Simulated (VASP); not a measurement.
Crystal: RbNbP2.

```
Rb Nb P
1.0
     4.78167    0.00000    0.00000
    -2.39083    4.14105    0.00000
     0.00000    0.00000    7.49113
Rb Nb P
1 1 2
Direct
  0.00000 0.00000 0.00000
  0.00000 0.00000 0.50000
  0.33333 0.66667 0.62197
  0.66667 0.33333 0.37803
```

* Program: VASP 6.6.1
* Task: relaxation of cell and atoms
* Functional: PBE
* Potentials or basis: VASP PAW PBE potentials, release 64 (Rb_sv, Nb_sv, P)
* Cutoff: 600 eV
* k mesh: 6 × 6 × 2
* Occupations: gaussian, width 0.1 eV
* Spin: no spin polarisation

At the start: pressure -10.1 GPa; volume 37.08 Å³/atom.

Problem. How do energy, volume and symmetry change on relaxing?

Solution. Over 17 steps the energy falls by 891.6 meV/atom and the volume is 23.29 Å³/atom (-37.2 %); space group P-3m1 (No. 164, to 0.1 Å) before and after.

Step by step:
```tsv
step	energy change (eV)	largest force (eV/Å)	pressure (GPa)	volume (Å³)
1	0.0000	0.8291	-10.11	148.33
2	-2.0688	1.7722	5.00	102.94
3	-2.1647	1.1729	0.51	108.77
4	-2.3560	1.3584	0.43	108.25
5	-2.9403	1.1844	-1.16	106.22
6	-3.2766	1.0273	-6.95	100.26
7	-3.4042	0.0390	-4.50	103.20
8	-3.5118	0.0549	-2.93	98.46
9	-3.5380	0.0455	-1.92	95.73
10	-3.5322	0.0338	0.42	90.37
11	-3.5453	0.0307	-0.93	93.26
12	-3.5453	0.0304	-1.02	93.49
13	-3.5557	0.0723	-0.32	92.99
14	-3.5604	0.1766	0.49	92.44
15	-3.5605	0.1923	0.62	92.35
16	-3.5653	0.0990	0.27	92.80
17	-3.5664	0.0330	-0.01	93.16
```

Final structure:
```xyz
4
Lattice="3.6219 0.0000 0.0000 -1.8109 3.1367 0.0000 0.0000 0.0000 8.2003" Properties=species:S:1:pos:R:3 pbc="T T T"
Rb    0.0000    0.0000    0.0000
Nb   -1.8109    3.1367    4.1002
P     0.0000    2.0911    5.5718
P     1.8109    1.0456    2.6285
```

Caveat: the k points lie up to 0.38 Å⁻¹ apart in the final cell; the volume moved by over 15 % at a fixed basis, so the end points are rough.
